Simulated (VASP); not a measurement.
# Ta (I4/mmm) in VASP: single point with PBE

Aim: the single point of Ta with PBE.

All numbers are computed with VASP 6.6.1; they aren't measurements. Logs are shortened: lines on timing, memory, paths and dates and some standing lists are left out, and cuts for length are marked.

## 1. The cell of the first run

The structure is tetragonal, space group I4/mmm (No. 139). The conventional cell has a = 3.303 Å, b = 3.303 Å, c = 3.435 Å, α = 90.00°, β = 90.00°, γ = 90.00°. Ta (site symmetry 4/mmm) has 14 Ta at 2.90 to 3.43 Å within 3.8 Å.

## 2. Single point, PBE (strain +0.000 along x and y, +0.040 along z)

Input file INCAR:

```
SYSTEM = Ta
ALGO     = Normal         ! electronic algorithm
EDIFF    = 1E-7           ! SCF threshold, eV
ENCUT    = 520            ! plane-wave cutoff, eV
GGA      = PE             ! functional
ISIF     = 2              ! what is computed and relaxed
ISMEAR   = 0              ! smearing method
LASPH    = .True.         ! aspherical terms in the spheres
LCHARG   = .False.        ! write CHGCAR
LREAL    = .False.        ! projectors in reciprocal space
LWAVE    = .False.        ! write WAVECAR
NBANDS   = 12             ! bands
NELM     = 100            ! most SCF steps
PREC     = Accurate       ! precision mode
SIGMA    = 0.15           ! smearing width, eV
```

Input file KPOINTS:

```
k-points
0
Gamma
  20 20 20
  0 0 0
```

Input file POSCAR:

```
Ta
1.0
   -1.6512800000      1.6512800000      1.7173312000
    1.6512800000     -1.6512800000      1.7173312000
    1.6512800000      1.6512800000     -1.7173312000
Ta
1
Direct
    0.0000000000      0.0000000000      0.0000000000
```

Potentials or basis: VASP PAW PBE potentials, release 64 (Ta_pv).

Started as:

```sh
$ cat potpaw_PBE.64/Ta_pv/POTCAR > POTCAR
$ mpirun -np 1 vasp_std > vasp.out
```

OUTCAR:

```text
SYSTEM = Ta
   EDIFF = 1E-7
   ENCUT = 520
   GGA = PE
   ISIF = 2
   ISMEAR = 0
   LASPH = .True.
   LREAL = .False.
   NELM = 100
   PREC = Accurate

 ion  position               nearest neighbor table
   1  0.000  0.000  0.000-

  LATTYP: Found a body centered tetragonal cell.
 ALAT       =     3.3025600000
 C/A-ratio  =     1.0400000000

  Lattice vectors:

 A1 = (  -1.6512800000,   1.6512800000,   1.7173312000)
 A2 = (   1.6512800000,  -1.6512800000,   1.7173312000)
 A3 = (   1.6512800000,   1.6512800000,  -1.7173312000)

Analysis of symmetry for initial positions (statically):
=====================================================================
 Subroutine PRICEL returns:
 Original cell was already a primitive cell.

 Routine SETGRP: Setting up the symmetry group for a
 body centered tetragonal supercell.

 Subroutine GETGRP returns: Found 16 space group operations
 (whereof 16 operations were pure point group operations)
 out of a pool of 16 trial point group operations.

The static configuration has the point symmetry D_4h.

Analysis of symmetry for dynamics (positions and initial velocities):
=====================================================================
 Subroutine PRICEL returns:
 Original cell was already a primitive cell.

 Routine SETGRP: Setting up the symmetry group for a
 body centered tetragonal supercell.

 Subroutine GETGRP returns: Found 16 space group operations
 (whereof 16 operations were pure point group operations)
 out of a pool of 16 trial point group operations.

The dynamic configuration has the point symmetry D_4h.

 Subroutine INISYM returns: Found 16 space group operations
 (whereof 16 operations are pure point group operations),
 and found     1 'primitive' translations

----------------------------------------------------------------------------------------

                                     Primitive cell

  volume of cell :      18.7308

  direct lattice vectors                    reciprocal lattice vectors
    -1.651280000  1.651280000  1.717331200     0.000000000  0.302795407  0.291149430
     1.651280000 -1.651280000  1.717331200     0.302795407  0.000000000  0.291149430
     1.651280000  1.651280000 -1.717331200     0.302795407  0.302795407  0.000000000

  length of vectors
     2.898737264  2.898737264  2.898737264     0.420063149  0.420063149  0.428217371

  position of ions in fractional coordinates (direct lattice)
     0.000000000  0.000000000  0.000000000

  ion indices of the primitive-cell ions
   primitive index   ion index
                 1           1

----------------------------------------------------------------------------------------

 KPOINTS: k-points

Automatic generation of k-mesh.
 Grid dimensions read from file:
 generate k-points for:   20   20   20

 Generating k-lattice:

  Cartesian coordinates                     Fractional coordinates (reciprocal lattice)
     0.000000000  0.015139770  0.014557471     0.050000000  0.000000000 -0.000000000
     0.015139770  0.000000000  0.014557471     0.000000000  0.050000000 -0.000000000
     0.015139770  0.015139770  0.000000000     0.000000000  0.000000000  0.050000000

  Length of vectors
     0.021003157  0.021003157  0.021410869

  Shift w.r.t. Gamma in fractional coordinates (k-lattice)
     0.000000000  0.000000000  0.000000000

 Subroutine IBZKPT returns following result:
 ===========================================

 Found    641 irreducible k-points:

 Following reciprocal coordinates:
            Coordinates               Weight
  0.000000  0.000000  0.000000      1.000000
  0.050000  0.000000 -0.000000      8.000000
  0.100000  0.000000 -0.000000      8.000000
  0.150000  0.000000 -0.000000      8.000000
  0.200000  0.000000 -0.000000      8.000000
  0.250000  0.000000  0.000000      8.000000
[... 16 lines left out ...]
 -0.400000  0.050000  0.000000     16.000000
 -0.350000  0.050000  0.000000     16.000000
 [... further k-points ...]
   k-points           NKPTS =    641   k-points in BZ     NKDIM =    641   number of bands    NBANDS=     12
   number of dos      NEDOS =    301   number of ions     NIONS =      1
   total plane-waves  NPLWV =  13824
   dimension x,y,z NGX =    24 NGY =   24 NGZ =   24
   dimension x,y,z NGXF=    48 NGYF=   48 NGZF=   48
   ions per type =               1
   NGX,Y,Z   is equivalent  to a cutoff of  13.76, 13.76, 13.76 a.u.
   NGXF,Y,Z  is equivalent  to a cutoff of  27.53, 27.53, 27.53 a.u.
 SYSTEM =  Ta
   PREC   = accura    normal or accurate (medium, high low for compatibility)
   ISTART =      0    job   : 0-new  1-cont  2-samecut
   ICHARG =      2    charge: 1-file 2-atom 10-const
   ISPIN  =      1    spin polarized calculation?
   LNONCOLLINEAR =      F non collinear calculations
   LSORBIT =      F    spin-orbit coupling
   LASPH  =      T    aspherical Exc in radial PAW
   ENCUT  =  520.0 eV  38.22 Ry    6.18 a.u.   5.39  5.39  5.39*2*pi/ulx,y,z
   NELM   =    100;   NELMIN=  2; NELMDL= -5     # of ELM steps
   EDIFF  = 0.1E-06   stopping-criterion for ELM
   LREAL  =      F    real-space projection
   EDIFFG = 0.1E-05   stopping-criterion for IOM
   NSW    =      0    number of steps for IOM
   IBRION =     -1    ionic relax: 0-MD 1-quasi-New 2-CG
   NFREE  =      0    steps in history (QN), initial steepest desc. (CG)
   ISIF   =      2    stress and relaxation
   ISYM   =      2    0-nonsym 1-usesym 2-fastsym
   POTIM  = 0.5000    time-step for ionic-motion
   TEBEG  =    0.0;   TEEND  =   0.0 temperature during run
   PSTRESS=    0.0 pullay stress
   NELECT =      11.0000    total number of electrons
   NUPDOWN=      -1.0000    fix difference up-down
   EMIN   =  10.00;   EMAX   =-10.00  energy-range for DOS
   EFERMI =   0.00;   METHOD = LEGACY
   ISMEAR =     0;   SIGMA  =   0.15  broadening in eV -4-tet -1-fermi 0-gaus
   EFERMI_NEDOS =   21; number of points for ismear=-14 and -15
   IALGO  =     38    algorithm
   IMIX   =      4    mixing-type and parameters
     AMIX     =   0.40;   BMIX     =  1.00
     AMIX_MAG =   1.60;   BMIX_MAG =  1.00
  volume/ion in A,a.u.               =      18.73       126.40
  Fermi-wavevector in a.u.,A,eV,Ry     =   1.370947  2.590714 25.572079  1.879495
  Thomas-Fermi vector in A             =   2.496687
   LORBIT       =      0    0 simple, 1 ext, 2 COOP (PROOUT), +10 PAW based schemes
   GGA     = PE    functional components
   LHFCALC =     F    Hartree Fock is set to
   AEXX    =    0.0000 exact exchange contribution
   IVDW    =     0    specifies the selected vdW correction
   LEPSILON=     F    determine dielectric tensor
   LRPA    =     F    only Hartree local field effects (RPA)
 non-spin polarized calculation
 Gauss-broadening in eV      SIGMA  =   0.15
  energy-cutoff  :      520.00
  volume of cell :       18.73
 maximum number of plane-waves:       523
 NGX is ok and might be reduce to    24
   NGX = 11   NGY = 11   NGZ = 11

 number of electron      10.9999999 magnetization

 Free energy of the ion-electron system (eV)
  ---------------------------------------------------
  ext. energy  EPLUGINS =         0.00000000
  ---------------------------------------------------
  free energy    TOTEN  =       -11.80839849 eV

  energy without entropy =      -11.79297379  energy(sigma->0) =      -11.80068614

 E-fermi :   5.1787     XC(G=0): -12.4193

 val. band max:        5.1785055269   @ k =   0.3500   0.1500   0.0000
 cond. band min:       5.1803967027   @ k =  -0.1000   0.2500   0.1000
 fundamental gap:      0.0018911758
 Fermi energy:         5.1786600456

 k-point     1 :       0.0000    0.0000    0.0000
  band No.  band energies     occupation
      1     -28.0601      2.00000
      2     -28.0525      2.00000
      3     -28.0525      2.00000
      4      -2.5906      2.00000
      5       5.7656      0.00000
      6       5.7656      0.00000
      7       6.2273      0.00000
      8       8.7113      0.00000
      9       9.3376      0.00000
     10      19.5640      0.00000
     11      19.7322      0.00000
     12      20.2442      0.00000

 k-point     2 :       0.0500    0.0000   -0.0000
  band No.  band energies     occupation
      1     -28.0841      2.00000
      2     -28.0607      2.00000
      3     -28.0559      2.00000
      4      -2.4849      2.00000
      5       5.7504      0.00000
      6       5.7754      0.00000
      7       6.2536      0.00000
      8       8.6312      0.00000
      9       9.3016      0.00000
     10      19.7321      0.00000
     11      19.7518      0.00000
     12      20.4226      0.00000

 k-point     3 :       0.1000    0.0000   -0.0000
  band No.  band energies     occupation
      1     -28.1624      2.00000
      2     -28.0843      2.00000
      3     -28.0561      2.00000
      4      -2.1762      2.00000
      5       5.6853      0.00000
      6       5.6862      0.00000
      7       6.4614      0.00000
      8       8.4298      0.00000
      9       9.2395      0.00000
     10      19.7318      0.00000
     11      20.1468      0.00000
     12      20.9668      0.00000
[... 286 lines left out ...]
 k-point    23 :      -0.4000    0.0500    0.0000
  band No.  band energies     occupation
      1     -28.9458      2.00000
      2     -28.3348      2.00000
      3     -28.0672      2.00000
      4       0.8654      2.00000
      5       4.1610      2.00000
      6       5.3377      0.13374
      7       8.5706      0.00000
      8       9.7551      0.00000
      9      11.0334      0.00000
     10      17.7202      0.00000
     11      18.0825      0.00000
     12      19.7411      0.00000

 k-point    24 :      -0.3500    0.0500    0.0000
  band No.  band energies     occupation
      1     -28.8251      2.00000
      2     -28.2927      2.00000
      3     -28.0677      2.00000
      4       0.5414      2.00000
      5       4.3821      2.00000
      6       4.9815      1.93690
      7       8.4222      0.00000
      8       9.5994      0.00000
      9      10.0008      0.00000
     10      18.8507      0.00000
     11      19.0253      0.00000
     12      19.7525      0.00000

 [... further k-points ...]
[... 5 lines left out ...]
  --------------------------------------------------------------------------------------
  -------------------------------------------------------------------------------------
  Total       -0.3426947     -0.3426947     -0.8033693      0.0000000      0.0000000      0.0000000
  in kB      -29.3131504    -29.3131504    -68.7179735      0.0000000      0.0000000      0.0000000
  external PRESSURE =     -42.4480914 kB  Pullay stress =       0.0000000 kB

 VOLUME and BASIS-vectors are now :
 -----------------------------------------------------------------------------
  energy-cutoff  :      520.00
  volume of cell :       18.73
      direct lattice vectors                 reciprocal lattice vectors
    -1.651280000  1.651280000  1.717331200     0.000000000  0.302795407  0.291149430
     1.651280000 -1.651280000  1.717331200     0.302795407  0.000000000  0.291149430
     1.651280000  1.651280000 -1.717331200     0.302795407  0.302795407  0.000000000

 POSITION                                       TOTAL-FORCE (eV/Angst)
 -----------------------------------------------------------------------------------
      0.00000      0.00000      0.00000         0.000000     -0.000000      0.000000
 -----------------------------------------------------------------------------------
    total drift:                               -0.000000      0.000000      0.000000

  FREE ENERGIE OF THE ION-ELECTRON SYSTEM (eV)
  ---------------------------------------------------
  free  energy   TOTEN  =       -11.8083984873 eV

  energy  without entropy=      -11.7929737938  energy(sigma->0) =      -11.80068614
```

It took 92 s on 1 thread of AMD EPYC 7R13 (Zen 3), shared host; peak memory 0.22 GiB.

Results:

| Property | Result |
| --- | --- |
| Free energy | -11.8084 eV |
| Pressure | -4.2 GPa |

Caveat: the cell differs from its parent crystal (strain +0.000 along x and y, +0.040 along z); spin-orbit coupling is left out, which moves the levels of the heavy elements.
